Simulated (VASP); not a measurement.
# MoS2 (P-3m1) in VASP: further runs

MoS2 is run at these levels: r2SCAN; tasks: single point.

Program: VASP 6.6.1. These are calculated values, not measurements. Logs are shortened: lines on timing, memory, paths and dates and some standing lists are left out, and cuts for length are marked.

### Step 1. The cell of the first run

Symmetry: P-3m1, No. 164, trigonal system. The conventional cell has a = 3.227 Å, b = 3.227 Å, c = 6.312 Å, α = 90.00°, β = 90.00°, γ = 120.00°. Mo (site symmetry -3m) has 6 S at 2.42 Å within 3.2 Å. Within 3.2 Å of S (site symmetry 3m) lie 3 Mo at 2.42 Å.

### Step 2. Single point, r2SCAN

File POSCAR:

```
MoS2
1.0
    3.2274645600      0.0000000000      0.0000000000
   -1.6137322800      2.7950663000      0.0000000000
    0.0000000000      0.0000000000      6.3124734200
Mo S
1 2
Direct
    0.0000000000      0.0000000000      0.5000000000
    0.3333333333      0.6666666667      0.2553193200
    0.6666666667      0.3333333333      0.7446806800
```

File INCAR.step1:

```
  ALGO = Normal
  EDIFF = 1E-4
  ENCUT = 520
  GGA = PE
  ISMEAR = -1
  LASPH = True
  LCHARG = False
  LREAL = False
  LWAVE = True
  NBANDS = 20
  NELM = 80
  PREC = Accurate
  SIGMA = 0.05
```

File INCAR.step2:

```
  ALGO = Normal
  EDIFF = 1E-7
  ENCUT = 520
  ISIF = 2
  ISMEAR = -1
  ISTART = 1
  LASPH = True
  LCHARG = False
  LMIXTAU = True
  LREAL = False
  LWAVE = False
  METAGGA = R2SCAN
  NBANDS = 20
  NELM = 80
  PREC = Accurate
  SIGMA = 0.05
```

File KPOINTS:

```
k-points
0
Gamma
  3 3 2
```

Potentials or basis: VASP PAW PBE potentials, release 64 (Mo_sv, S).

The run is started by

```
cat potpaw_PBE.64/Mo_sv/POTCAR potpaw_PBE.64/S/POTCAR > POTCAR
cp INCAR.step1 INCAR
mpirun -np 1 vasp_std > vasp.out
cp INCAR.step2 INCAR
mpirun -np 1 vasp_std > vasp.out
```

OUTCAR:

```text
EDIFF = 1E-7
   ENCUT = 520
   ISIF = 2
   ISMEAR = -1
   ISTART = 1
   LASPH = True
   LREAL = False
   METAGGA = R2SCAN
   NELM = 80
   PREC = Accurate

 ion  position               nearest neighbor table
   1  0.000  0.000  0.500-   2 2.42   3 2.42   3 2.42   2 2.42   3 2.42   2 2.42
   2  0.333  0.667  0.255-   1 2.42   1 2.42   1 2.42
   3  0.667  0.333  0.745-   1 2.42   1 2.42   1 2.42

  LATTYP: Found a hexagonal cell.
 ALAT       =     3.2274645600
 C/A-ratio  =     1.9558614208

  Lattice vectors:

 A1 = (   3.2274645600,   0.0000000000,   0.0000000000)
 A2 = (  -1.6137322800,   2.7950663000,   0.0000000000)
 A3 = (   0.0000000000,   0.0000000000,   6.3124734200)

Analysis of symmetry for initial positions (statically):
=====================================================================
 Subroutine PRICEL returns:
 Original cell was already a primitive cell.

 Routine SETGRP: Setting up the symmetry group for a
 hexagonal supercell.

 Subroutine GETGRP returns: Found 12 space group operations
 (whereof 12 operations were pure point group operations)
 out of a pool of 24 trial point group operations.

The static configuration has the point symmetry D_3d.

Analysis of symmetry for dynamics (positions and initial velocities):
=====================================================================
 Subroutine PRICEL returns:
 Original cell was already a primitive cell.

 Routine SETGRP: Setting up the symmetry group for a
 hexagonal supercell.

 Subroutine GETGRP returns: Found 12 space group operations
 (whereof 12 operations were pure point group operations)
 out of a pool of 24 trial point group operations.

The dynamic configuration has the point symmetry D_3d.

 Subroutine INISYM returns: Found 12 space group operations
 (whereof 12 operations are pure point group operations),
 and found     1 'primitive' translations

----------------------------------------------------------------------------------------

                                     Primitive cell

  volume of cell :      56.9447

  direct lattice vectors                    reciprocal lattice vectors
     3.227464560  0.000000000  0.000000000     0.309840738  0.178886633  0.000000000
    -1.613732280  2.795066300  0.000000000     0.000000000  0.357773266  0.000000000
     0.000000000  0.000000000  6.312473420     0.000000000  0.000000000  0.158416509

  length of vectors
     3.227464560  3.227464561  6.312473420     0.357773267  0.357773266  0.158416509

  position of ions in fractional coordinates (direct lattice)
     0.000000000  0.000000000  0.500000000
     0.333333333  0.666666667  0.255319320
     0.666666667  0.333333333  0.744680680

  ion indices of the primitive-cell ions
   primitive index   ion index
                 1           1
                 2           2
                 3           3

----------------------------------------------------------------------------------------

 KPOINTS: k-points

Automatic generation of k-mesh.
 Grid dimensions read from file:
 generate k-points for:    3    3    2

 Generating k-lattice:

  Cartesian coordinates                     Fractional coordinates (reciprocal lattice)
     0.103280246  0.059628878  0.000000000     0.333333333 -0.000000000  0.000000000
     0.000000000  0.119257755  0.000000000     0.000000000  0.333333333  0.000000000
     0.000000000  0.000000000  0.079208254     0.000000000  0.000000000  0.500000000

  Length of vectors
     0.119257756  0.119257755  0.079208254

  Shift w.r.t. Gamma in fractional coordinates (k-lattice)
     0.000000000  0.000000000  0.000000000

 Subroutine IBZKPT returns following result:
 ===========================================

 Found      6 irreducible k-points:

 Following reciprocal coordinates:
            Coordinates               Weight
  0.000000  0.000000  0.000000      1.000000
  0.333333  0.000000  0.000000      6.000000
  0.333333  0.333333  0.000000      2.000000
  0.000000  0.000000  0.500000      1.000000
  0.333333  0.000000  0.500000      6.000000
  0.333333  0.333333  0.500000      2.000000
   k-points           NKPTS =      6   k-points in BZ     NKDIM =      6   number of bands    NBANDS=     20
   number of dos      NEDOS =    301   number of ions     NIONS =      3
   total plane-waves  NPLWV =  27648
   dimension x,y,z NGX =    24 NGY =   24 NGZ =   48
   dimension x,y,z NGXF=    48 NGYF=   48 NGZF=   96
   ions per type =               1   2
   NGX,Y,Z   is equivalent  to a cutoff of  12.36, 12.36, 12.64 a.u.
   NGXF,Y,Z  is equivalent  to a cutoff of  24.72, 24.72, 25.28 a.u.
 SYSTEM =  unknown system
   PREC   = accura    normal or accurate (medium, high low for compatibility)
   ISTART =      1    job   : 0-new  1-cont  2-samecut
   ICHARG =      0    charge: 1-file 2-atom 10-const
   ISPIN  =      1    spin polarized calculation?
   LNONCOLLINEAR =      F non collinear calculations
   LSORBIT =      F    spin-orbit coupling
   LASPH  =      T    aspherical Exc in radial PAW
   ENCUT  =  520.0 eV  38.22 Ry    6.18 a.u.   6.00  6.00 11.74*2*pi/ulx,y,z
   NELM   =     80;   NELMIN=  2; NELMDL=  0     # of ELM steps
   EDIFF  = 0.1E-06   stopping-criterion for ELM
   LREAL  =      F    real-space projection
   EDIFFG = 0.1E-05   stopping-criterion for IOM
   NSW    =      0    number of steps for IOM
   IBRION =     -1    ionic relax: 0-MD 1-quasi-New 2-CG
   NFREE  =      0    steps in history (QN), initial steepest desc. (CG)
   ISIF   =      2    stress and relaxation
   ISYM   =      2    0-nonsym 1-usesym 2-fastsym
   POTIM  = 0.5000    time-step for ionic-motion
   TEBEG  =    0.0;   TEEND  =   0.0 temperature during run
   PSTRESS=    0.0 pullay stress
   NELECT =      26.0000    total number of electrons
   NUPDOWN=      -1.0000    fix difference up-down
   EMIN   =  10.00;   EMAX   =-10.00  energy-range for DOS
   EFERMI =   0.00;   METHOD = LEGACY
   ISMEAR =    -1;   SIGMA  =   0.05  broadening in eV -4-tet -1-fermi 0-gaus
   EFERMI_NEDOS =   21; number of points for ismear=-14 and -15
   IALGO  =     38    algorithm
   IMIX   =      4    mixing-type and parameters
     AMIX     =   0.40;   BMIX     =  1.00
     AMIX_MAG =   1.60;   BMIX_MAG =  1.00
  volume/ion in A,a.u.               =      18.98       128.09
  Fermi-wavevector in a.u.,A,eV,Ry     =   1.260612  2.382212 21.621610  1.589144
  Thomas-Fermi vector in A             =   2.394113
   LORBIT       =      0    0 simple, 1 ext, 2 COOP (PROOUT), +10 PAW based schemes
   METAGGA = R2SCAN    functional components
   LHFCALC =     F    Hartree Fock is set to
   AEXX    =    0.0000 exact exchange contribution
   IVDW    =     0    specifies the selected vdW correction
   LEPSILON=     F    determine dielectric tensor
   LRPA    =     F    only Hartree local field effects (RPA)
 non-spin polarized calculation
  energy-cutoff  :      520.00
  volume of cell :       56.94
 maximum number of plane-waves:      1548
   NGX = 13   NGY = 13   NGZ = 23

 number of electron      26.0000001 magnetization

 Free energy of the ion-electron system (eV)
  ---------------------------------------------------
  ext. energy  EPLUGINS =         0.00000000
  ---------------------------------------------------
  free energy    TOTEN  =       -44.33357752 eV

  energy without entropy =      -44.33228934  energy(sigma->0) =      -44.33293343

 E-fermi :   6.9505     XC(G=0): -11.0836

 val. band max:        6.7569174827   @ k =   0.0000   0.0000   0.5000
 cond. band min:       7.2137492636   @ k =   0.3333   0.3333   0.5000
 fundamental gap:      0.4568317809
 Fermi energy:         6.9504939672

 k-point     1 :       0.0000    0.0000    0.0000
  band No.  band energies     occupation
      1     -57.0771      2.00000
      2     -30.3700      2.00000
      3     -30.3389      2.00000
      4     -30.3389      2.00000
      5      -8.6729      2.00000
      6      -7.1544      2.00000
[... 12 lines left out ...]
     19      13.7375      0.00000
     20      16.9543      0.00000

 k-point     2 :       0.3333    0.0000    0.0000
  band No.  band energies     occupation
      1     -57.0515      2.00000
      2     -30.5967      2.00000
      3     -30.3986      2.00000
      4     -30.3165      2.00000
      5      -7.3312      2.00000
      6      -6.8201      2.00000
[... 12 lines left out ...]
     19      14.4184      0.00000
     20      15.1662      0.00000

 k-point     3 :       0.3333    0.3333    0.0000
  band No.  band energies     occupation
      1     -57.0387      2.00000
      2     -30.5767      2.00000
      3     -30.5767      2.00000
      4     -30.2899      2.00000
      5      -6.5213      2.00000
      6      -6.5213      2.00000
[... 12 lines left out ...]
     19      16.4899      0.00000
     20      16.4899      0.00000

 k-point     4 :       0.0000    0.0000    0.5000
  band No.  band energies     occupation
      1     -57.0771      2.00000
      2     -30.3700      2.00000
      3     -30.3389      2.00000
      4     -30.3389      2.00000
      5      -8.4845      2.00000
      6      -7.4582      2.00000
[... 12 lines left out ...]
     19      15.3430      0.00000
     20      16.5330      0.00000

 k-point     5 :       0.3333    0.0000    0.5000
  band No.  band energies     occupation
      1     -57.0515      2.00000
      2     -30.5967      2.00000
      3     -30.3986      2.00000
      4     -30.3165      2.00000
      5      -7.2819      2.00000
      6      -6.8715      2.00000
[... 12 lines left out ...]
     19      14.0541      0.00000
     20      15.6100      0.00000

 k-point     6 :       0.3333    0.3333    0.5000
  band No.  band energies     occupation
      1     -57.0387      2.00000
      2     -30.5767      2.00000
      3     -30.5767      2.00000
      4     -30.2899      2.00000
      5      -6.5251      2.00000
      6      -6.5251      2.00000
[... 12 lines left out ...]
     19      15.0134      0.00000
     20      15.0171      0.00000

------------------------ aborting loop because EDIFF is reached ----------------------------------------

  FORCE on cell =-STRESS in cart. coord.  units (eV):
  Direction    XX          YY          ZZ          XY          YZ          ZX
  --------------------------------------------------------------------------------------
  -------------------------------------------------------------------------------------
  Total        0.4442796      0.4442796     -0.6389988     -0.0000000     -0.0000000      0.0000000
  in kB       12.5001100     12.5001100    -17.9786665     -0.0000000     -0.0000000      0.0000000
  external PRESSURE =       2.3405178 kB  Pullay stress =       0.0000000 kB

 VOLUME and BASIS-vectors are now :
 -----------------------------------------------------------------------------
  energy-cutoff  :      520.00
  volume of cell :       56.94
      direct lattice vectors                 reciprocal lattice vectors
     3.227464560  0.000000000  0.000000000     0.309840738  0.178886633  0.000000000
    -1.613732280  2.795066300  0.000000000     0.000000000  0.357773266  0.000000000
     0.000000000  0.000000000  6.312473420     0.000000000  0.000000000  0.158416509

 POSITION                                       TOTAL-FORCE (eV/Angst)
 -----------------------------------------------------------------------------------
      0.00000      0.00000      3.15624         0.000000      0.000000      0.000000
     -0.00000      1.86338      1.61170         0.000000      0.000000      0.369558
      1.61373      0.93169      4.70078        -0.000000     -0.000000     -0.369558
 -----------------------------------------------------------------------------------
    total drift:                                0.000000     -0.000000      0.000000

  FREE ENERGIE OF THE ION-ELECTRON SYSTEM (eV)
  ---------------------------------------------------
  free  energy   TOTEN  =       -44.3335775190 eV

  energy  without entropy=      -44.3322893396  energy(sigma->0) =      -44.33293343
```

Run time: 63 s. Hardware: 1 thread of AMD EPYC 7R13 (Zen 3), shared host; peak memory 0.14 GiB.

Results:

```
Free energy            : -44.3336 eV
Pressure               : 0.2 GPa
Largest force          : 0.370 eV/Å
Band gap on the k mesh : zero (band 13 reaches 7.50 eV, above the bottom of band 14 at 6.42 eV)
```

Forces on the atoms (eV/Å):
```
Mo   0.000  0.000  0.000
S    0.000  0.000  0.370
S    0.000  0.000 -0.370
```

Stress tensor (GPa, compression positive):
```
 1.25  0.00  0.00
 0.00  1.25  0.00
 0.00  0.00 -1.80
```

Levels at points of the mesh, in eV from the Fermi level:
| k point | band 10 | band 11 | band 12 | band 13 | band 14 | band 15 | band 16 | band 17 |
| --- | --- | --- | --- | --- | --- | --- | --- | --- |
| (0.00, 0.00, 0.00) | -2.11 | -1.20 | -1.17 | -1.17 | -0.46 | -0.46 | 3.24 | 3.24 |
| (0.00, 0.00, 0.50) | -3.89 | -1.18 | -1.18 | -0.53 | -0.53 | -0.19 | 3.40 | 3.40 |

Caveat: the k points lie up to 0.75 Å⁻¹ apart; the PAW data sets were made with another functional, which shifts forces and pressure a little.

(Part 1 of 2 ends here.)
